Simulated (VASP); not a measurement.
Crystal: SrO.

```
Sr O
1.0
     3.48948    0.00000    0.00000
    -1.74474    3.08585    0.00000
     0.00000    0.00000    6.25510
Sr O
2 2
Direct
  0.00000 0.00000 0.00000
  0.00000 0.00000 0.50000
  0.33149 0.66298 0.25000
  0.66851 0.33702 0.75000
```

This cell differs from its parent crystal: uniaxial x strain -2.1%.

Base run:

| Quantity | Value |
| --- | --- |
| Program | VASP 6.6.1 |
| Functional | r2SCAN |
| Potentials or basis | VASP PAW PBE potentials, release 64 (Sr_sv, O) |
| Cutoff | 520 eV |
| k mesh | 12 × 12 × 4 |
| Occupations | gaussian, width 0.01 eV |
| Spin | no spin polarisation |

Its results: band gap on the k mesh 3.91 eV; pressure 2.5 GPa.

**Question.** The run is repeated on the same cell with these changes: functional from r2SCAN to PBE; occupations from gaussian, width 0.01 eV to fermi-dirac, width 0.02 eV. What comes out?

**Answer.** Band gap on the k mesh 3.37 eV; pressure 4.5 GPa.

Caveats: the PAW data sets were made with another functional, which shifts forces and pressure a little (at least some runs); the cell stands under pressure (at least some runs).

A k mesh can miss the band edges.
